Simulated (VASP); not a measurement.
Input of a VASP 6.6.1 run:

File INCAR:

```
SYSTEM = H4C
PREC     = Accurate       ! precision mode
ENCUT    = 520            ! plane-wave cutoff, eV
EDIFF    = 1E-7           ! SCF threshold, eV
ISMEAR   = -1             ! smearing method
SIGMA    = 0.05           ! smearing width, eV
LREAL    = .False.        ! projectors in reciprocal space
LASPH    = .True.         ! aspherical terms in the spheres
NELM     = 120            ! most SCF steps
ALGO     = Normal         ! electronic algorithm
ISIF     = 2              ! what is computed and relaxed
LWAVE    = .False.        ! write WAVECAR
LCHARG   = .False.        ! write CHGCAR
GGA      = PE             ! functional
IVDW     = 12             ! dispersion correction
IBRION   = 2              ! ionic algorithm
NSW      = 35             ! ionic steps
EDIFFG   = -0.3           ! ionic threshold
GGA_COMPAT= .False.      
NELMIN   = 4
```

KPOINTS

```
regular mesh
0
Gamma
  1 1 1
  0 0 0
```

File POSCAR:

```
H4C
1.0
    7.2304270000      0.0000000000      0.0000000000
    0.0000000000      7.2304270000      0.0000000000
    0.0000000000      0.0000000000      7.2304270000
C H
6 24
Direct
    0.5275890000      0.0918923000      0.5846391000
    0.8132985000      0.8666646000      0.2110133000
    0.4533411000      0.7612839000      0.7912858000
    0.9993110000      0.1790425000      0.0118868000
    0.3962852000      0.5804327000      0.2457381000
    0.7912519000      0.4520038000      0.2302387000
    0.4039189000      0.0865030000      0.4986811000
    0.4903773000      0.0640382000      0.7279973000
    0.5898314000      0.2287749000      0.5745816000
    0.6262282000     -0.0117469000      0.5372965000
    0.9006194000      0.9662364000      0.2829344000
    0.7297117000      0.7914556000      0.3113575000
    0.8999306000      0.7695859000      0.1349690000
    0.7229325000      0.9393805000      0.1147922000
    0.5408388000      0.8474555000      0.8786399000
    0.3660000000      0.6742603000      0.8779492000
    0.5398610000      0.6742920000      0.7037711000
    0.3666646000      0.8491279000      0.7047830000
    0.9591994000      0.3205369000     -0.0210146000
    0.9443986000      0.0856175000     -0.0928439000
    0.9440034000      0.1412494000      0.1468863000
    1.1496426000      0.1687660000      0.0145193000
    0.4659541000      0.4821099000      0.3362422000
    0.4561846000      0.5727762000      0.1076600000
    0.4134985000      0.7198544000      0.3003036000
    0.2495036000      0.5469902000      0.2387467000
    0.7649678000      0.5066613000      0.3682019000
    0.7511621000      0.3068143000      0.2252465000
    0.9379774000      0.4647326000      0.1982745000
    0.7109001000      0.5298072000      0.1292320000
```

Potentials or basis: VASP PAW PBE potentials, release 64 (C, H).

Command:

```bash
$ cat potpaw_PBE.64/C/POTCAR potpaw_PBE.64/H/POTCAR > POTCAR
$ mpirun -np 1 vasp_gam > vasp.out
```

Q: Predict the band gap on the k mesh.

A: 6.97 eV.

Q: Estimate the dispersion energy per atom.

A: -0.027 eV.

Q: Predict the energy gained by relaxing.

A: 32.1 meV/atom.

Stress tensor (GPa, compression positive):
```
 0.41  0.06 -0.35
 0.06  1.23 -0.27
-0.35 -0.27  0.41
```

Caveat: the k points lie up to 0.87 Å⁻¹ apart.
